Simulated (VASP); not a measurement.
Sn2PW3, 6 atoms in the cell. The structure is trigonal, space group R-3m (No. 166). The conventional cell has a = 5.132 Å, b = 5.132 Å, c = 19.328 Å, α = 90.00°, β = 90.00°, γ = 120.00°. Within 4.0 Å of Sn (site symmetry 3m) lie 3 W at 2.95 Å and 3 Sn at 3.25 Å and 4 P at 3.89 to 3.91 Å. Within 3.4 Å of P (site symmetry -3m) lie 6 W at 2.57 Å. W (site symmetry 2/m) has 4 W at 2.57 Å and 2 P at 2.57 Å and 2 Sn at 2.95 Å within 3.4 Å. The cell was generated, and may not be a known phase.

```yaml
Program: VASP 6.6.1
Task: relaxation of cell and atoms
Functional: PBE
Potentials_or_basis: VASP PAW PBE potentials, release 64 (Sn_d, P, W_sv)
Cutoff: 600 eV
k_mesh: 6 × 6 × 6
Occupations: gaussian, width 0.1 eV
Spin: no spin polarisation
Dipole_correction: no
Further_INCAR_settings: ALGO = Normal; EDIFF = 1e-07; IBRION = 2; EDIFFG = -0.04; NSW = 90; ISIF = 3
```

Potentials or basis: VASP PAW PBE potentials, release 64 (Sn_d, P, W_sv).

The run is started by

```console
$ cat potpaw_PBE.64/Sn_d/POTCAR potpaw_PBE.64/P/POTCAR potpaw_PBE.64/W_sv/POTCAR > POTCAR
$ mpirun -np 1 vasp_std > vasp.out
```

Hardware: 1 thread of Intel(R) Xeon(R) 6975P-C (Granite Rapids), on a shared host.

**Question.** Estimate the wall time of this run.

**Answer.** It took 74 min on 1 thread of Intel(R) Xeon(R) 6975P-C (Granite Rapids), on a shared host, peak memory 0.69 GiB. Counts: scf iterations 107, k points 32, ion steps 11.
